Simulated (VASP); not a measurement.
Here is a VASP 6.6.1 calculation.

File INCAR:

```
SYSTEM = ZrC
PREC = Accurate
ENCUT = 520
EDIFF = 1E-6
ISMEAR = -1
SIGMA = 0.05
LREAL = .False.
LASPH = .True.
NELM = 60
ALGO = Normal
ISIF = 2
LWAVE = .False.
LCHARG = .False.
GGA = CA
NBANDS = 24
```

File KPOINTS:

```
Automatic mesh
0
Gamma
  9 9 5
  0 0 0
```

The input POSCAR:

```
ZrC
1.0
    3.4361060776      0.0000000000      0.0000000000
   -1.7180530388      2.9757551533      0.0000000000
    0.0000000000      0.0000000000      5.3596669437
Zr C
2 2
Direct
    0.6666666667      0.3333333333      0.7500000000
    0.3333333333      0.6666666667      0.2500000000
    0.0000000000      0.0000000000      0.5000000000
    0.0000000000      0.0000000000      0.0000000000
```

Potentials or basis: VASP PAW LDA potentials, release 64 (Zr_sv, C).

Command:

```bash
$ cat potpaw_LDA.64/Zr_sv/POTCAR potpaw_LDA.64/C/POTCAR > POTCAR
$ mpirun -np 1 vasp_std > vasp.out
```

**Question.** Estimate the pressure.

**Answer.** -18.3 GPa.

**Question.** What does it give for the band gap on the k mesh?

**Answer.** Zero (band 16 reaches 10.03 eV, above the bottom of band 17 at 9.09 eV).

Stress tensor (GPa, compression positive):
```
-19.02   0.00   0.00
  0.00 -19.02   0.00
  0.00   0.00 -16.76
```
